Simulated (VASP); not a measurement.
# Ga (Im-3m) in VASP: notebook

Ga is run at these levels: BLYP; tasks: single point.

Program: VASP 6.6.1. These are calculated values, not measurements. Logs are shortened: lines on timing, memory, paths and dates and some standing lists are left out, and cuts for length are marked.

## 1. The cell of the first run

The structure is cubic, space group Im-3m (No. 229). The conventional cell has a = 3.526 Å, b = 3.526 Å, c = 3.526 Å, α = 90.00°, β = 90.00°, γ = 90.00°. Ga (site symmetry m-3m) has 14 Ga at 3.05 to 3.53 Å within 4.0 Å.

## 2. Single point, BLYP

INCAR

```
SYSTEM = Ga
AGGAC = 1.0 ; AGGAX = 1.0
ALDAC = 0.0 ; ALDAX = 1.0
ALGO = Normal ; EDIFF = 1E-7
ENCUT = 520 ; GGA = B5
ISIF = 2 ; ISMEAR = -1
LASPH = .True. ; LCHARG = .False.
LREAL = .False. ; LWAVE = .False.
NBANDS = 12 ; NELM = 80
PREC = Accurate ; SIGMA = 0.1
```

KPOINTS

```
k-points
0
Gamma
  14 14 14
  0 0 0
```

POSCAR

```
Ga
1.0
   -1.7631219177      1.7631219177      1.7631219177
    1.7631219177     -1.7631219177      1.7631219177
    1.7631219177      1.7631219177     -1.7631219177
Ga
1
Direct
    0.0000000000      0.0000000000      0.0000000000
```

Potentials or basis: VASP PAW PBE potentials, release 64 (Ga_d).

The run is started by

```bash
$ cat potpaw_PBE.64/Ga_d/POTCAR > POTCAR
$ mpirun -np 1 vasp_std > vasp.out
```

OUTCAR:

```text
SYSTEM = Ga
   EDIFF = 1E-7
   ENCUT = 520
   GGA = B5
   ISIF = 2
   ISMEAR = -1
   LASPH = .True.
   LREAL = .False.
   NELM = 80
   PREC = Accurate

 ion  position               nearest neighbor table
   1  0.000  0.000  0.000-

  LATTYP: Found a body centered cubic cell.
 ALAT       =     3.5262438354

  Lattice vectors:

 A1 = (  -1.7631219177,   1.7631219177,   1.7631219177)
 A2 = (   1.7631219177,  -1.7631219177,   1.7631219177)
 A3 = (   1.7631219177,   1.7631219177,  -1.7631219177)

Analysis of symmetry for initial positions (statically):
=====================================================================
 Subroutine PRICEL returns:
 Original cell was already a primitive cell.

 Routine SETGRP: Setting up the symmetry group for a
 body centered cubic supercell.

 Subroutine GETGRP returns: Found 48 space group operations
 (whereof 48 operations were pure point group operations)
 out of a pool of 48 trial point group operations.

The static configuration has the point symmetry O_h .

Analysis of symmetry for dynamics (positions and initial velocities):
=====================================================================
 Subroutine PRICEL returns:
 Original cell was already a primitive cell.

 Routine SETGRP: Setting up the symmetry group for a
 body centered cubic supercell.

 Subroutine GETGRP returns: Found 48 space group operations
 (whereof 48 operations were pure point group operations)
 out of a pool of 48 trial point group operations.

The dynamic configuration has the point symmetry O_h .

 Subroutine INISYM returns: Found 48 space group operations
 (whereof 48 operations are pure point group operations),
 and found     1 'primitive' translations

----------------------------------------------------------------------------------------

                                     Primitive cell

  volume of cell :      21.9234

  direct lattice vectors                    reciprocal lattice vectors
    -1.763121918  1.763121918  1.763121918     0.000000000  0.283587876  0.283587876
     1.763121918 -1.763121918  1.763121918     0.283587876  0.000000000  0.283587876
     1.763121918  1.763121918 -1.763121918     0.283587876  0.283587876  0.000000000

  length of vectors
     3.053816741  3.053816741  3.053816741     0.401053821  0.401053821  0.401053821

  position of ions in fractional coordinates (direct lattice)
     0.000000000  0.000000000  0.000000000

  ion indices of the primitive-cell ions
   primitive index   ion index
                 1           1

----------------------------------------------------------------------------------------

 KPOINTS: k-points

Automatic generation of k-mesh.
 Grid dimensions read from file:
 generate k-points for:   14   14   14

 Generating k-lattice:

  Cartesian coordinates                     Fractional coordinates (reciprocal lattice)
     0.000000000  0.020256277  0.020256277     0.071428571  0.000000000  0.000000000
     0.020256277  0.000000000  0.020256277     0.000000000  0.071428571  0.000000000
     0.020256277  0.020256277  0.000000000     0.000000000  0.000000000  0.071428571

  Length of vectors
     0.028646701  0.028646701  0.028646701

  Shift w.r.t. Gamma in fractional coordinates (k-lattice)
     0.000000000  0.000000000  0.000000000

 Subroutine IBZKPT returns following result:
 ===========================================

 Found    104 irreducible k-points:

 Following reciprocal coordinates:
            Coordinates               Weight
  0.000000  0.000000  0.000000      1.000000
  0.071429  0.000000  0.000000     12.000000
  0.142857  0.000000  0.000000     12.000000
  0.214286  0.000000  0.000000     12.000000
  0.285714  0.000000  0.000000     12.000000
  0.357143  0.000000  0.000000     12.000000
[... 16 lines left out ...]
  0.285714  0.285714  0.000000     24.000000
  0.357143  0.285714  0.000000     24.000000
 [... further k-points ...]
   k-points           NKPTS =    104   k-points in BZ     NKDIM =    104   number of bands    NBANDS=     12
   number of dos      NEDOS =    301   number of ions     NIONS =      1
   total plane-waves  NPLWV =  13824
   dimension x,y,z NGX =    24 NGY =   24 NGZ =   24
   dimension x,y,z NGXF=    48 NGYF=   48 NGZF=   48
   ions per type =               1
   NGX,Y,Z   is equivalent  to a cutoff of  13.07, 13.07, 13.07 a.u.
   NGXF,Y,Z  is equivalent  to a cutoff of  26.13, 26.13, 26.13 a.u.
 SYSTEM =  Ga
   PREC   = accura    normal or accurate (medium, high low for compatibility)
   ISTART =      0    job   : 0-new  1-cont  2-samecut
   ICHARG =      2    charge: 1-file 2-atom 10-const
   ISPIN  =      1    spin polarized calculation?
   LNONCOLLINEAR =      F non collinear calculations
   LSORBIT =      F    spin-orbit coupling
   LASPH  =      T    aspherical Exc in radial PAW
   ENCUT  =  520.0 eV  38.22 Ry    6.18 a.u.   5.68  5.68  5.68*2*pi/ulx,y,z
   NELM   =     80;   NELMIN=  2; NELMDL= -5     # of ELM steps
   EDIFF  = 0.1E-06   stopping-criterion for ELM
   LREAL  =      F    real-space projection
   EDIFFG = 0.1E-05   stopping-criterion for IOM
   NSW    =      0    number of steps for IOM
   IBRION =     -1    ionic relax: 0-MD 1-quasi-New 2-CG
   NFREE  =      0    steps in history (QN), initial steepest desc. (CG)
   ISIF   =      2    stress and relaxation
   ISYM   =      2    0-nonsym 1-usesym 2-fastsym
   POTIM  = 0.5000    time-step for ionic-motion
   TEBEG  =    0.0;   TEEND  =   0.0 temperature during run
   PSTRESS=    0.0 pullay stress
   NELECT =      13.0000    total number of electrons
   NUPDOWN=      -1.0000    fix difference up-down
   EMIN   =  10.00;   EMAX   =-10.00  energy-range for DOS
   EFERMI =   0.00;   METHOD = LEGACY
   ISMEAR =    -1;   SIGMA  =   0.10  broadening in eV -4-tet -1-fermi 0-gaus
   EFERMI_NEDOS =   21; number of points for ismear=-14 and -15
   IALGO  =     38    algorithm
   IMIX   =      4    mixing-type and parameters
     AMIX     =   0.40;   BMIX     =  1.00
     AMIX_MAG =   1.60;   BMIX_MAG =  1.00
  volume/ion in A,a.u.               =      21.92       147.95
  Fermi-wavevector in a.u.,A,eV,Ry     =   1.375372  2.599077 25.737447  1.891649
  Thomas-Fermi vector in A             =   2.500714
   LORBIT       =      0    0 simple, 1 ext, 2 COOP (PROOUT), +10 PAW based schemes
   GGA     = B5    functional components
   LHFCALC =     F    Hartree Fock is set to
   AEXX    =    0.0000 exact exchange contribution
   IVDW    =     0    specifies the selected vdW correction
   LEPSILON=     F    determine dielectric tensor
   LRPA    =     F    only Hartree local field effects (RPA)
 non-spin polarized calculation
  energy-cutoff  :      520.00
  volume of cell :       21.92
 maximum number of plane-waves:       604
   NGX = 11   NGY = 11   NGZ = 11

 number of electron      12.9999991 magnetization

 Free energy of the ion-electron system (eV)
  ---------------------------------------------------
  ext. energy  EPLUGINS =         0.00000000
  ---------------------------------------------------
  free energy    TOTEN  =        -2.12014705 eV

  energy without entropy =       -2.10288787  energy(sigma->0) =       -2.11151746

 E-fermi :   4.6754     XC(G=0):  -9.7355

 val. band max:        4.6530470595   @ k =  -0.3571   0.5000   0.2143
 cond. band min:       4.6797081511   @ k =  -0.3571   0.4286   0.1429
 fundamental gap:      0.0266610916
 Fermi energy:         4.6754230721

 k-point     1 :       0.0000    0.0000    0.0000
  band No.  band energies     occupation
      1     -10.2229      2.00000
      2     -10.2229      2.00000
      3     -10.2229      2.00000
      4     -10.0917      2.00000
      5     -10.0917      2.00000
      6      -5.2714      2.00000
      7      15.2293      0.00000
      8      15.2293      0.00000
      9      15.2293      0.00000
     10      20.4881      0.00000
     11      20.4881      0.00000
     12      20.4881      0.00000

 k-point     2 :       0.0714    0.0000    0.0000
  band No.  band energies     occupation
      1     -10.2256      2.00000
      2     -10.2205      2.00000
      3     -10.2128      2.00000
      4     -10.0945      2.00000
      5     -10.0918      2.00000
      6      -5.1483      2.00000
      7      14.2485      0.00000
      8      14.7578      0.00000
      9      15.0928      0.00000
     10      19.4704      0.00000
     11      19.5259      0.00000
     12      21.0647      0.00000

 k-point     3 :       0.1429    0.0000    0.0000
  band No.  band energies     occupation
      1     -10.2331      2.00000
      2     -10.2152      2.00000
      3     -10.1841      2.00000
      4     -10.1015      2.00000
      5     -10.0921      2.00000
      6      -4.7780      2.00000
      7      12.0865      0.00000
      8      13.7809      0.00000
      9      14.7107      0.00000
     10      18.1538      0.00000
     11      18.3442      0.00000
     12      20.7215      0.00000

 k-point     4 :       0.2143    0.0000    0.0000
  band No.  band energies     occupation
      1     -10.2440      2.00000
      2     -10.2126      2.00000
      3     -10.1422      2.00000
      4     -10.1083      2.00000
      5     -10.0924      2.00000
      6      -4.1589      2.00000
      7       9.6276      0.00000
      8      12.7694      0.00000
      9      14.1823      0.00000
     10      17.1442      0.00000
     11      17.3568      0.00000
     12      20.9079      0.00000

 k-point     5 :       0.2857    0.0000    0.0000
  band No.  band energies     occupation
      1     -10.2560      2.00000
      2     -10.2179      2.00000
      3     -10.1097      2.00000
      4     -10.0951      2.00000
      5     -10.0926      2.00000
      6      -3.2924      2.00000
      7       7.2112      0.00000
      8      11.9033      0.00000
      9      13.6438      0.00000
     10      16.3905      0.00000
     11      16.5884      0.00000
     12      21.5235      0.00000

 k-point     6 :       0.3571    0.0000    0.0000
  band No.  band energies     occupation
      1     -10.2669      2.00000
      2     -10.2295      2.00000
      3     -10.1057      2.00000
      4     -10.0927      2.00000
      5     -10.0521      2.00000
      6      -2.1880      2.00000
      7       4.9608      0.10901
      8      11.2527      0.00000
      9      13.2011      0.00000
     10      15.8651      0.00000
     11      16.0410      0.00000
     12      22.4569      0.00000

 k-point     7 :       0.4286    0.0000    0.0000
  band No.  band energies     occupation
      1     -10.2744      2.00000
      2     -10.2404      2.00000
      3     -10.1010      2.00000
      4     -10.0928      2.00000
      5     -10.0220      2.00000
      6      -0.8902      2.00000
      7       2.9641      2.00000
      8      10.8511      0.00000
      9      12.9159      0.00000
     10      15.5547      0.00000
     11      15.7134      0.00000
     12      23.5533      0.00000

 k-point     8 :       0.5000    0.0000    0.0000
  band No.  band energies     occupation
      1     -10.2771      2.00000
      2     -10.2447      2.00000
      3     -10.0990      2.00000
      4     -10.0928      2.00000
      5     -10.0112      2.00000
      6       0.1034      2.00000
      7       1.7360      2.00000
      8      10.7155      0.00000
      9      12.8178      0.00000
     10      15.4520      0.00000
     11      15.6044      0.00000
     12      24.2324      0.00000
[... 166 lines left out ...]
 k-point    20 :       0.2143    0.2143    0.0000
  band No.  band energies     occupation
      1     -10.2508      2.00000
      2     -10.2041      2.00000
      3     -10.1133      2.00000
      4     -10.1065      2.00000
      5     -10.0670      2.00000
      6      -1.9467      2.00000
      7       6.1592      0.00000
      8       7.8123      0.00000
      9      11.9911      0.00000
     10      17.7365      0.00000
     11      18.7334      0.00000
     12      22.7511      0.00000

 k-point    21 :       0.2857    0.2143    0.0000
  band No.  band energies     occupation
      1     -10.2546      2.00000
      2     -10.1979      2.00000
      3     -10.1123      2.00000
      4     -10.1061      2.00000
      5     -10.0553      2.00000
      6      -0.7633      2.00000
      7       4.5537      1.54327
      8       6.8339      0.00000
      9      11.5797      0.00000
     10      17.6704      0.00000
     11      19.4457      0.00000
     12      22.9012      0.00000

 k-point    22 :       0.3571    0.2143    0.0000
  band No.  band energies     occupation
      1     -10.2569      2.00000
      2     -10.1956      2.00000
      3     -10.1159      2.00000
      4     -10.0987      2.00000
      5     -10.0505      2.00000
      6       0.4670      2.00000
      7       2.9866      2.00000
      8       6.4594      0.00000
      9      11.3681      0.00000
     10      17.5341      0.00000
     11      20.4159      0.00000
     12      22.5411      0.00000

 k-point    23 :       0.2857    0.2857    0.0000
  band No.  band energies     occupation
      1     -10.2540      2.00000
      2     -10.1779      2.00000
      3     -10.1264      2.00000
      4     -10.0971      2.00000
      5     -10.0613      2.00000
      6       0.4220      2.00000
      7       3.9181      1.99897
      8       5.2464      0.00661
      9      11.2750      0.00000
     10      18.3645      0.00000
     11      19.7063      0.00000
     12      22.5399      0.00000

 k-point    24 :       0.3571    0.2857    0.0000
  band No.  band energies     occupation
      1     -10.2537      2.00000
      2     -10.1666      2.00000
      3     -10.1356      2.00000
      4     -10.0888      2.00000
      5     -10.0686      2.00000
      6       1.1853      2.00000
      7       3.3307      2.00000
      8       4.7198      0.78172
      9      11.1717      0.00000
     10      18.5329      0.00000
     11      20.4580      0.00000
     12      21.3344      0.00000

 [... further k-points ...]
[... 5 lines left out ...]
  --------------------------------------------------------------------------------------
  -------------------------------------------------------------------------------------
  Total        0.0149897      0.0149897      0.0149897      0.0000000      0.0000000     -0.0000000
  in kB        1.0954605      1.0954605      1.0954605      0.0000000      0.0000000     -0.0000000
  external PRESSURE =       1.0954605 kB  Pullay stress =       0.0000000 kB

 VOLUME and BASIS-vectors are now :
 -----------------------------------------------------------------------------
  energy-cutoff  :      520.00
  volume of cell :       21.92
      direct lattice vectors                 reciprocal lattice vectors
    -1.763121918  1.763121918  1.763121918     0.000000000  0.283587876  0.283587876
     1.763121918 -1.763121918  1.763121918     0.283587876  0.000000000  0.283587876
     1.763121918  1.763121918 -1.763121918     0.283587876  0.283587876  0.000000000

 POSITION                                       TOTAL-FORCE (eV/Angst)
 -----------------------------------------------------------------------------------
      0.00000      0.00000      0.00000        -0.000000      0.000000      0.000000
 -----------------------------------------------------------------------------------
    total drift:                                0.000000      0.000000      0.000000

  FREE ENERGIE OF THE ION-ELECTRON SYSTEM (eV)
  ---------------------------------------------------
  free  energy   TOTEN  =        -2.1201470515 eV

  energy  without entropy=       -2.1028878701  energy(sigma->0) =       -2.11151746
```

Wall time 41 s (1 thread of Intel Xeon Platinum 8259CL at 2.50GHz (Skylake/Cascade Lake), shared host); peak memory 0.15 GiB.

Results:

- Free energy: -2.1201 eV
- Pressure: 0.1 GPa

Levels at points of the mesh, in eV from the Fermi level:
```csv
k point,band 2,band 3,band 4,band 5,band 6,band 7,band 8,band 9,band 10,band 11
"(0.00, 0.00, 0.00)",-14.90,-14.90,-14.77,-14.77,-9.95,10.55,10.55,10.55,15.81,15.81
"(0.50, 0.00, 0.00)",-14.92,-14.77,-14.77,-14.69,-4.57,-2.94,6.04,8.14,10.78,10.93
"(0.50, 0.50, 0.50)",-14.95,-14.71,-14.71,-14.71,-0.02,1.55,1.55,1.55,6.02,6.02
```

Caveat: the PAW data sets were made with another functional, which shifts forces and pressure a little.

## 3. Single point, BLYP (volume scaled by 1.04)

INCAR

```
SYSTEM = Ga
AGGAC = 1.0
AGGAX = 1.0
ALDAC = 0.0
ALDAX = 1.0
ALGO = Normal
EDIFF = 1E-7
ENCUT = 520
GGA = B5
ISIF = 2
ISMEAR = -1
LASPH = .TRUE.
LCHARG = .FALSE.
LREAL = .FALSE.
LWAVE = .FALSE.
NBANDS = 12
NELM = 80
PREC = Accurate
SIGMA = 0.1
```

KPOINTS

```
k-points
0
G
  14 14 14
  0 0 0
```

POSCAR

```
Ga
1.0
   -1.7863235510      1.7863235510      1.7863235510
    1.7863235510     -1.7863235510      1.7863235510
    1.7863235510      1.7863235510     -1.7863235510
Ga
1
Direct
    0.0000000000      0.0000000000      0.0000000000
```

Potentials or basis: VASP PAW PBE potentials, release 64 (Ga_d).

The run is started by

```bash
$ cat potpaw_PBE.64/Ga_d/POTCAR > POTCAR
$ mpirun -np 1 vasp_std > vasp.out
```

It took 36 s on 1 thread of Intel Xeon Platinum 8259CL at 2.50GHz (Skylake/Cascade Lake), shared host; peak memory 0.15 GiB.

It converged, with:

| Quantity | Value |
| --- | --- |
| Free energy | -2.1179 eV |
| Pressure | -0.9 GPa |

Levels at points of the mesh, in eV from the Fermi level:
| k point | band 2 | band 3 | band 4 | band 5 | band 6 | band 7 | band 8 | band 9 | band 10 | band 11 |
| --- | --- | --- | --- | --- | --- | --- | --- | --- | --- | --- |
| (0.00, 0.00, 0.00) | -14.89 | -14.89 | -14.77 | -14.77 | -9.70 | 10.14 | 10.14 | 10.14 | 15.46 | 15.46 |
| (0.50, 0.00, 0.00) | -14.90 | -14.77 | -14.77 | -14.69 | -4.58 | -2.79 | 5.84 | 7.90 | 10.48 | 10.73 |
| (0.50, 0.50, 0.50) | -14.93 | -14.71 | -14.71 | -14.71 | -0.30 | 1.52 | 1.52 | 1.52 | 5.97 | 5.97 |

Caveat: the PAW data sets were made with another functional, which shifts forces and pressure a little.

## 4. Single point, BLYP (volume scaled by 1.08)

INCAR

```
SYSTEM = Ga
AGGAC = 1.0 ; AGGAX = 1.0
ALDAC = 0.0 ; ALDAX = 1.0
ALGO = Normal ; EDIFF = 1E-7
ENCUT = 520 ; GGA = B5
ISIF = 2 ; ISMEAR = -1
LASPH = .True. ; LCHARG = .False.
LREAL = .False. ; LWAVE = .False.
NBANDS = 12 ; NELM = 60
PREC = Accurate ; SIGMA = 0.1
```

KPOINTS

```
k-points
0
Gamma
  14 14 14
  0 0 0
```

POSCAR

```
Ga
1.0
   -1.8089376422      1.8089376422      1.8089376422
    1.8089376422     -1.8089376422      1.8089376422
    1.8089376422      1.8089376422     -1.8089376422
Ga
1
Direct
    0.0000000000      0.0000000000      0.0000000000
```

The run is started by

```bash
$ cat potpaw_PBE.64/Ga_d/POTCAR > POTCAR
$ mpirun -np 1 vasp_std > vasp.out
```

It took 34 s on 1 thread of Intel Xeon Platinum 8259CL at 2.50GHz (Skylake/Cascade Lake), shared host; peak memory 0.15 GiB.

It converged, with:

* Free energy: -2.1105 eV
* Pressure: -1.8 GPa

Levels at points of the mesh, in eV from the Fermi level:
| k point | band 3 | band 4 | band 5 | band 6 | band 7 | band 8 | band 9 | band 10 |
| --- | --- | --- | --- | --- | --- | --- | --- | --- |
| (0.00, 0.00, 0.00) | -14.88 | -14.77 | -14.77 | -9.48 | 9.75 | 9.75 | 9.75 | 15.12 |
| (0.50, 0.00, 0.00) | -14.78 | -14.77 | -14.71 | -4.59 | -2.66 | 5.64 | 7.67 | 10.20 |
| (0.50, 0.50, 0.50) | -14.72 | -14.72 | -14.72 | -0.56 | 1.50 | 1.50 | 1.50 | 5.93 |

Caveat: the PAW data sets were made with another functional, which shifts forces and pressure a little.

## 5. Overview

```csv
cell,gap on the mesh (eV),pressure (GPa)
"a = 3.054 Å, angles 109.5°, 1 atom",none,0.1
"a = 3.094 Å, angles 109.5°, 1 atom",none,-0.9
"a = 3.133 Å, angles 109.5°, 1 atom",none,-1.8
```

Alike in all rows: task single point; level BLYP; potentials or basis VASP PAW PBE potentials, release 64 (Ga_d); no spin polarisation; k mesh 14 × 14 × 14; cutoff (eV) 520; smearing fermi-dirac 0.1 eV.

Caveats: the PAW data sets were made with another functional, which shifts forces and pressure a little.

Absolute energies hang on the potentials; compare differences alone.
